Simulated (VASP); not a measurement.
Y: single point with PBEsol

The system is Y.

```
Y
1.0
     3.79756    0.00000    0.00000
    -1.89878    3.28878    0.00000
     0.00000    0.00000    5.51750
Y
2
Direct
  0.33333 0.66667 0.25000
  0.66667 0.33333 0.75000
```

This cell differs from its parent crystal: strain +0.040 along x and y, -0.040 along z.

```json
{"Program": "VASP 6.6.1", "Task": "single point", "Functional": "PBEsol", "Potentials or basis": "VASP PAW PBE potentials, release 64 (Y_sv)", "Cutoff": "520 eV", "k mesh": "15 × 15 × 8", "Occupations": "gaussian, width 0.15 eV", "Spin": "no spin polarisation"}
```

- Pressure: -3.6 GPa
- Band gap on the k mesh: zero (bands 11 and 12 overlap by 1.85 eV)

Stress tensor (GPa, compression positive):
```
-4.76  0.00  0.00
 0.00 -4.76  0.00
 0.00  0.00 -1.18
```

Levels at points of the mesh, in eV from the Fermi level:
```csv
k point,band 9,band 10,band 11,band 12,band 13,band 14
"(0.00, 0.00, 0.00)",-4.58,-1.66,1.29,1.59,1.59,2.30
"(0.00, 0.00, 0.50)",-3.05,-3.05,1.24,1.24,1.39,1.39
```

Wall time 2.1 min on 1 thread of Intel(R) Xeon(R) Platinum 8559C (Emerald Rapids) (shared host), peak memory 0.3 GiB.

Caveat: the cell differs from its parent crystal (strain +0.040 along x and y, -0.040 along z); the cell stands under tension; the PAW data sets were made with another functional, which shifts forces and pressure a little.
